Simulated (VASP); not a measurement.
# Re: single point with LDA

Re:

```
CELL_PARAMETERS angstrom
2.73704 0.00000 0.00000
-1.36852 2.37034 0.00000
0.00000 0.00000 4.41677
ATOMIC_POSITIONS crystal
Re 0.66667 0.33333 0.75000
Re 0.33333 0.66667 0.25000
```

```json
{
 "Program": "VASP 6.6.1",
 "Task": "single point",
 "Functional": "LDA",
 "Potentials or basis": "VASP PAW LDA potentials, release 64 (Re)",
 "Cutoff": "520 eV",
 "k mesh": "11 × 11 × 6",
 "Occupations": "fermi-dirac, width 0.05 eV",
 "Spin": "no spin polarisation"
}
```

```json
{"Pressure": "1.6 GPa", "Band gap on the k mesh": "zero (bands 7 and 8 overlap by 3.35 eV)"}
```

Stress tensor (GPa, compression positive):
```
1.62 0.00 0.00
0.00 1.62 0.00
0.00 0.00 1.44
```

Levels at points of the mesh, in eV from the Fermi level:
```tsv
k point	band 3	band 4	band 5	band 6	band 7	band 8	band 9	band 10	band 11	band 12
(0.00, 0.00, 0.00)	-1.70	-1.70	-1.68	-0.82	-0.82	0.14	0.14	0.79	3.45	3.45
(0.00, 0.00, 0.50)	-2.46	-2.46	-1.83	-1.83	-1.83	-1.83	2.61	2.61	2.61	2.61
```

Run time: 20 s on 1 thread of Intel Xeon 8259CL, with other jobs on the host, peak memory 0.11 GiB.

Caveat: spin-orbit coupling is left out, which moves the levels of the heavy elements.
